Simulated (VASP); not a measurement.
Crystal: La.

```
CELL_PARAMETERS angstrom
0.00000 3.69654 3.69654
3.69654 0.00000 3.69654
3.69654 3.69654 0.00000
ATOMIC_POSITIONS crystal
La 0.12500 0.12500 0.12500
La 0.87500 0.87500 0.87500
```

| Property | Result |
| --- | --- |
| Program | VASP 6.6.1 |
| Task | relaxation of cell and atoms |
| Functional | PBEsol |
| Potentials or basis | VASP PAW PBE potentials, release 64 (La) |
| Cutoff | 600 eV |
| k mesh | 8 × 8 × 8 |
| Occupations | fermi-dirac, width 0.1 eV |
| Spin | no spin polarisation |

At the start: pressure -5.3 GPa; volume 50.51 Å³/atom.

Task: Where does the relaxation end?

Result: Over 3 steps the energy falls by 427.4 meV/atom and the volume is 35.41 Å³/atom (-29.9 %); space group Fd-3m (No. 227, to 0.05 Å).

Step by step:
```tsv
step	energy change (eV)	largest force (eV/Å)	pressure (GPa)	volume (Å³)
1	0.0000	0.0000	-5.32	101.02
2	-0.7488	0.0000	-3.94	78.43
3	-0.8547	0.0000	0.01	70.83
```

Final structure:
```cif
data_structure
_symmetry_space_group_name_H-M 'P 1'
_symmetry_Int_Tables_number 1
_cell_length_a 4.6441
_cell_length_b 4.6441
_cell_length_c 4.6441
_cell_angle_alpha 60.000
_cell_angle_beta 60.000
_cell_angle_gamma 60.000
_cell_volume 70.83
loop_
_atom_site_label
_atom_site_type_symbol
_atom_site_fract_x
_atom_site_fract_y
_atom_site_fract_z
_atom_site_occupancy
La1 La 0.12500 0.12500 0.12500 1
La2 La 0.87500 0.87500 0.87500 1
```

Caveat: the volume moved by over 15 % at a fixed basis, so the end points are rough; the PAW data sets were made with another functional, which shifts forces and pressure a little.
